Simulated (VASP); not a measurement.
Wanted: the native input for a VASP 6.6.1 run.

```
Task                   : single point
Functional             : PBE exchange alone
Potentials or basis    : VASP PAW PBE potentials, release 64 (Si)
Cutoff                 : 500 eV
k mesh                 : 8 × 8 × 8
Occupations            : fermi-dirac, width 0.05 eV
Spin                   : no spin polarisation
Dipole correction      : no
Further INCAR settings : ALGO = Normal; EDIFF = 1e-06; NBANDS = 11
```

The structure of Si lies in POSCAR:

```
Si
1.0
    0.0000000000      2.7752343705      2.7752343705
    2.7752343705      0.0000000000      2.7752343705
    2.7752343705      2.7752343705      0.0000000000
Si
2
Direct
    0.5000000000      0.5000000000      0.5000000000
    0.7500000000      0.7500000000      0.7500000000
```

The input as run:

INCAR

```
SYSTEM = Si
PREC = Accurate
ENCUT = 500
EDIFF = 1E-6
ISMEAR = -1
SIGMA = 0.05
LREAL = .False.
LASPH = .True.
NELM = 120
ALGO = Normal
ISIF = 2
LWAVE = .False.
LCHARG = .False.
GGA = PE
ALDAC = 0.0
AGGAC = 0.0
NBANDS = 11
GGA_COMPAT = .False.
```

KPOINTS

```
regular mesh
0
Gamma
  8 8 8
  0 0 0
```

Potentials or basis: VASP PAW PBE potentials, release 64 (Si).

Command:

```sh
$ cat potpaw_PBE.64/Si/POTCAR > POTCAR
$ mpirun -np 1 vasp_std > vasp.out
```

It gave:

```json
{
  "Pressure": "4.7 GPa",
  "Band gap on the k mesh": "0.93 eV, indirect (least direct gap 2.55 eV)"
}
```

It used 10 s of CPU time on 1 thread of Intel Xeon 6975P-C, with other jobs on the host.
